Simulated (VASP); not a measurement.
Input of a VASP 6.6.1 run:

File INCAR:

```
  PREC = Accurate
  ENCUT = 600
  EDIFF = 1E-6
  ISMEAR = -1
  SIGMA = 0.02
  LREAL = False
  LASPH = True
  NELM = 80
  ALGO = Normal
  ISIF = 3
  LWAVE = False
  LCHARG = False
  IBRION = 2
  NSW = 80
  EDIFFG = -0.005
```

KPOINTS

```
regular mesh
0
Gamma
  12 12 6
```

POSCAR

```
BN
1.0
    2.5544338114      0.0000000000      0.0000000000
   -1.2772169057      2.2122045730      0.0000000000
    0.0000000000      0.0000000000      4.2244270483
B N
2 2
Direct
    0.3333333333      0.6666666667      0.0001896167
    0.6666666667      0.3333333333      0.5001896167
    0.3333333333      0.6666666667      0.3748103833
    0.6666666667      0.3333333333      0.8748103833
```

Potentials or basis: VASP PAW LDA potentials, release 64 (B, N).

The run is started by

```console
$ cat potpaw_LDA.64/B/POTCAR potpaw_LDA.64/N/POTCAR > POTCAR
$ mpirun -np 1 vasp_std > vasp.out
```

(1) Predict the space group after relaxing (to 0.05 Å).

(2) What does it give for the relaxed volume?

(3) Predict the band gap on the k mesh.

(4) What does it give for the relaxed cell?

Results:

(1) P6_3mc (No. 186).

(2) 5.76 Å³/atom.

(3) 4.91 eV, indirect (least direct gap 8.27 eV).

(4) a = 2.525 Å, b = 2.525 Å, c = 4.177 Å, α = 90.00°, β = 90.00°, γ = 120.00°.
